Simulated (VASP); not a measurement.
Set up this calculation in VASP 6.6.1, as the native input.

| Item | Value |
| --- | --- |
| Task | single point |
| Functional | LDA |
| Potentials or basis | VASP PAW LDA potentials, release 64 (C) |
| Cutoff | 520 eV |
| k mesh | 12 × 12 × 12 |
| Occupations | gaussian, width 0.05 eV |
| Spin | no spin polarisation |
| Dipole correction | no |
| Further INCAR settings | ALGO = Normal; EDIFF = 1e-06; NBANDS = 11 |

The structure of C lies in POSCAR:

```
C
1.0
    0.0000000000      1.9842841573      1.8584730372
    1.4545531253      0.0000000000      1.8584730372
    1.4545531253      1.9842841573      0.0000000000
C
2
Direct
    0.5000000000      0.5000000000      0.5000000000
    0.7500000000      0.7500000000      0.7500000000
```

This cell differs from its parent crystal: strain +e along x and -e along y -0.1500, strain +e along z and -e/2 along x and y +0.0525.

The input as run:

INCAR

```
SYSTEM = C
ALGO = Normal ; EDIFF = 1E-6
ENCUT = 520 ; ISIF = 2
ISMEAR = 0 ; LASPH = .True.
LCHARG = .False. ; LREAL = .False.
LWAVE = .False. ; NBANDS = 11
NELM = 100 ; PREC = Accurate
SIGMA = 0.05
```

KPOINTS

```
k-points
0
Gamma
  12 12 12
  0 0 0
```

Potentials or basis: VASP PAW LDA potentials, release 64 (C).

Command:

```sh
$ cat potpaw_LDA.64/C/POTCAR > POTCAR
$ mpirun -np 1 vasp_std > vasp.out
```

Results of the run:

| Item | Value |
| --- | --- |
| Pressure | 14.5 GPa |
| Band gap on the k mesh | zero (band 4 reaches 12.90 eV, above the bottom of band 5 at 10.59 eV) |

Caveat: the cell differs from its parent crystal (strain +e along x and -e along y -0.1500, strain +e along z and -e/2 along x and y +0.0525).

Run time: 15 s on 1 thread of Intel Xeon 6975P-C (shared host), peak memory 0.13 GiB.
